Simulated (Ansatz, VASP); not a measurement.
MgAu in VASP and in Ansatz

Contents of INCAR:

```
PREC     = Accurate       # precision mode
ENCUT    = 520            # plane-wave cutoff, eV
EDIFF    = 1E-6           # SCF threshold, eV
ISMEAR   = 1              # smearing method
SIGMA    = 0.1            # smearing width, eV
LREAL    = F              # projectors in reciprocal space
LASPH    = T              # aspherical terms in the spheres
NELM     = 100            # most SCF steps
ALGO     = Normal         # electronic algorithm
ISIF     = 2              # what is computed and relaxed
LWAVE    = F              # write WAVECAR
LCHARG   = T              # write CHGCAR
GGA      = CA             # functional
LELF     = T              # ELF
LVHAR    = T            
NBANDS   = 14             # bands
```

The input KPOINTS:

```
Automatic mesh
0
Gamma
  9 9 9
```

File POSCAR:

```
MgAu
1.0
    3.3333349278      0.0000000000      0.0000000000
    0.0000000000      3.3333349278      0.0000000000
    0.0000000000      0.0000000000      3.3333349278
Mg Au
1 1
Direct
    0.5000000000      0.5000000000      0.5000000000
    0.0000000000      0.0000000000      0.0000000000
```

Input for Ansatz:

```yaml
crystal:
  lattice:
    - [3.3333349278473596, 0.0, 0.0]
    - [0.0, 3.3333349278473596, 0.0]
    - [0.0, 0.0, 3.3333349278473596]
  atoms:
    - { symbol: Mg, position: [0.5, 0.5, 0.5] }
    - { symbol: Au, position: [0.0, 0.0, 0.0] }
accuracy: medium
basis:
  ecutwfc: 470.0
  ecutrho_ratio: 8
kpoints:
  mp_grid:
    grid: [9, 9, 9]
hamiltonian:
  xc: lda
scf:
  convergence:
    dr2_threshold: 1.0e-09
  mixing:
    algorithm: broyden
    beta: 0.1
  occupations:
    method: methfessel_paxton
  eigensolver:
    kind: davidson
output:
  stress: true
```

Alike in both runs: task single point; functional LDA; k mesh 9 × 9 × 9; no spin polarisation.

|  | VASP | Ansatz |
| --- | --- | --- |
| version | VASP 6.6.1 | Ansatz 0.2.0 |
| potentials or method | VASP PAW LDA potentials, release 64 (Mg, Au), cutoff 520 eV | plane waves, PAW |
| occupations | methfessel-paxton of order 1, width 0.1 eV | methfessel-paxton of order 1 |
| valence electrons in the cell | 13 | 29 |

Ansatz gave:

```
pressure (GPa) : -8.2
```

Which values does VASP return?

Pressure (GPa): -8.6.

LDA's correlation is that of Perdew and Zunger in VASP and of Perdew and Wang (1992) in Ansatz. VASP's potentials hold 13 valence electrons a cell and Ansatz's 29, so a difference there can come from the potentials and not from the codes. Ansatz's warnings: stress scf threshold loose.

Neither program's run includes spin-orbit coupling.
